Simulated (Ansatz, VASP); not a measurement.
## One calculation of Sc, two programs

```
Sc
1.0
     0.04541    2.29320    2.29320
     2.29320    0.04541    2.29320
     2.29320    2.29320    0.04541
Sc
1
Direct
  0.00000 0.00000 0.00000
```

Change from the starting cell: equal xy, yz and zx shear strains of +2 %, crystal datasets.

Alike in both runs: task electric field gradients; functional PBEsol; k mesh 12 × 12 × 12; occupations fermi-dirac, width 0.03 eV; no spin polarisation.

|  | VASP | Ansatz |
| --- | --- | --- |
| version | VASP 6.6.1 | Ansatz 0.2.0 |
| potentials or method | VASP PAW PBE potentials, release 64 (Sc_sv), cutoff 520 eV | all-electron PAW with datasets made for the crystal, scalar-relativistic |

Ansatz gave:

* pressure (GPa): 0.5
* traceless stress, the component that is largest in VASP (GPa): -0.74
* size of Vzz on the site where it differs most (V/Å²): 8.8

Task: Which values does VASP return?

Result: Pressure (GPa): 0.5; traceless stress, the component that is largest in VASP (GPa): -0.74; size of Vzz on the site where it differs most (V/Å²): 9.1.

VASP's potentials were made for PBE, not for PBEsol. Ansatz ran all-electron here, and VASP with PAW potentials.
